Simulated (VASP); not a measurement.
Si2B3:

```
CELL_PARAMETERS angstrom
5.66742 0.00000 0.00000
-2.83371 4.90813 0.00000
0.00000 0.00000 3.69186
ATOMIC_POSITIONS crystal
Si 0.45407 0.54593 0.00000
Si 0.45407 0.90814 0.00000
Si 0.09186 0.54593 0.00000
Si 0.33333 0.66667 0.50000
B 0.20546 0.79454 0.32962
B 0.20546 0.41093 0.32962
B 0.58907 0.79454 0.32962
B 0.20546 0.79454 0.67038
B 0.20546 0.41093 0.67038
B 0.58907 0.79454 0.67038
```

| Property | Result |
| --- | --- |
| Program | VASP 6.6.1 |
| Task | relaxation of cell and atoms |
| Functional | PBE |
| Potentials or basis | VASP PAW PBE potentials, release 64 (Si, B) |
| Cutoff | 500 eV |
| k mesh | 3 × 3 × 4 |
| Occupations | gaussian, width 0.2 eV |
| Spin | no spin polarisation |

At the start: pressure 220.7 GPa; volume 10.27 Å³/atom.

Q: How do energy, volume and symmetry change on relaxing?

A: Over 30 steps the energy falls by 5759.4 meV/atom and the volume is 11.77 Å³/atom (+14.6 %); space group P-6m2 (No. 187, to 0.05 Å).

Step by step:
```
step  energy change (eV)  largest force (eV/Å)  pressure (GPa)  volume (Å³)
   1              0.0000               31.4237          220.69       102.69
   2            -32.2313                1.8669           -7.28       488.43
   3            -32.4663                2.5472           -8.08       464.95
   4            -32.5755                2.9393           -8.76       445.72
   5            -40.0473                1.5328          -18.91       233.90
   6            -49.6176                0.6772          -20.41       159.43
   7            -52.5493                2.7646           -3.98       128.99
   8            -52.5476                2.9022           -2.83       128.04
   9            -55.1800                1.9953           -5.10       125.08
  10            -55.7186                4.6182            1.09       121.04
  11            -56.0672                1.9986           -3.17       123.05
  12            -56.1100                2.5320           -2.38       122.58
  13            -57.1705                1.2228            0.47       117.69
  14            -57.0582                2.1995            3.00       116.40
  15            -57.1797                1.1909            0.83       117.47
  16            -57.1805                1.1593            1.06       117.34
  17            -57.3381                0.6003            1.45       116.89
  18            -57.3529                0.6520            1.19       116.99
  19            -57.4817                1.2542           -2.28       118.06
  20            -57.5174                0.8159           -1.47       117.73
  21            -57.5272                0.7093           -1.71       116.58
  22            -57.5671                0.1902           -1.73       117.14
  23            -57.5820                0.1225            0.86       115.35
  24            -57.5825                0.1263            0.47       115.61
  25            -57.5853                0.1391            0.53       115.83
  26            -57.5854                0.1727            0.54       115.87
  27            -57.5872                0.1547            0.43       116.08
  28            -57.5913                0.1014            0.10       116.69
  29            -57.5936                0.0163           -0.51       117.94
  30            -57.5938                0.0218           -0.39       117.68
```

Final structure:
```cif
data_structure
_symmetry_space_group_name_H-M 'P 1'
_symmetry_Int_Tables_number 1
_cell_length_a 6.4390
_cell_length_b 6.4390
_cell_length_c 3.2775
_cell_angle_alpha 90.000
_cell_angle_beta 90.000
_cell_angle_gamma 120.000
_cell_volume 117.68
loop_
_atom_site_label
_atom_site_type_symbol
_atom_site_fract_x
_atom_site_fract_y
_atom_site_fract_z
_atom_site_occupancy
Si1 Si 0.53003 0.46997 0.00000 1
Si2 Si 0.53003 0.06007 0.00000 1
Si3 Si 0.93993 0.46997 0.00000 1
Si4 Si 0.33333 0.66667 0.50000 1
B1 B 0.15674 0.84326 0.25287 1
B2 B 0.15674 0.31348 0.25287 1
B3 B 0.68652 0.84326 0.25287 1
B4 B 0.15674 0.84326 0.74713 1
B5 B 0.15674 0.31348 0.74713 1
B6 B 0.68652 0.84326 0.74713 1
```

Caveat: the k points lie up to 0.48 Å⁻¹ apart in the final cell; the relaxation stopped at a loose force limit of 0.08 eV/Å, so its end isn't a converged minimum.
